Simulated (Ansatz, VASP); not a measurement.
# One calculation of TaBr3F, two programs

```xyz
5
Lattice="5.2679 0.0000 0.0000 0.0000 5.2679 0.0000 0.0000 0.0000 5.2679" Properties=species:S:1:pos:R:3 pbc="T T T"
Ta    0.0000    0.0000    0.0000
Br    2.6340    0.0000    2.6340
Br    0.0000    2.6340    2.6340
Br    2.6340    2.6340    0.0000
F     2.6340    2.6340    2.6340
```

Change from the starting cell: species swapped into the Ba3PbO type (Pm-3m, No. 221).

Alike in both runs: task single point; functional PBE; k mesh 4 × 4 × 4; occupations gaussian, width 0.1 eV; no spin polarisation.

|  | VASP | Ansatz |
| --- | --- | --- |
| version | VASP 6.6.1 | Ansatz 0.2.0 |
| potentials or method | VASP PAW PBE potentials, release 64 (Ta_pv, Br, F), cutoff 520 eV | scalar-relativistic, plane waves, PAW |
| valence electrons in the cell | 39 | 41 |

|  | VASP | Ansatz | Ansatz less VASP |
| --- | --- | --- | --- |
| gap on the k mesh at the Fermi level (eV) | none | none | - |
| pressure (GPa) | -7.3 | -7.3 | +0.04 |

A gap of «none» marks a metal or a gap that the smearing closes. VASP's potentials hold 39 valence electrons a cell and Ansatz's 41, so a difference there can come from the potentials and not from the codes.

Spin-orbit coupling is off throughout.
